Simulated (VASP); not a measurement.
A run of VASP 6.6.1:

INCAR

```
ALGO = Normal ; EDIFF = 1E-7
EDIFFG = -0.003 ; ENCUT = 600
GGA = PE ; GGA_COMPAT = F
IBRION = 2 ; ISIF = 3
ISMEAR = 0 ; LASPH = T
LCHARG = F ; LREAL = F
LWAVE = F ; NELM = 120
NELMIN = 4 ; NSW = 50
PREC = Accurate ; SIGMA = 0.02
```

The input KPOINTS:

```
k-points
0
Gamma
  10 10 10
```

Contents of POSCAR:

```
MgO
1.0
    0.0000000000      2.1353596687      2.1353596687
    2.1353596687      0.0000000000      2.1353596687
    2.1353596687      2.1353596687      0.0000000000
Mg O
1 1
Direct
    0.0000000000      0.0000000000      0.0000000000
    0.5000000000      0.5000000000      0.5000000000
```

Potentials or basis: VASP PAW PBE potentials, release 64 (Mg, O).

Run with:

```bash
$ cat potpaw_PBE.64/Mg/POTCAR potpaw_PBE.64/O/POTCAR > POTCAR
$ mpirun -np 1 vasp_std > vasp.out
```

Hardware: 1 thread of AMD EPYC 7R43 64-Core Processor (Zen 3) (shared host).

Question: How long does it take, and how much memory?

Answer: Wall time 22 s on 1 thread of AMD EPYC 7R43 64-Core Processor (Zen 3), on a shared host, peak memory 0.11 GiB. Counts: scf iterations 27, k points 47, ion steps 3.
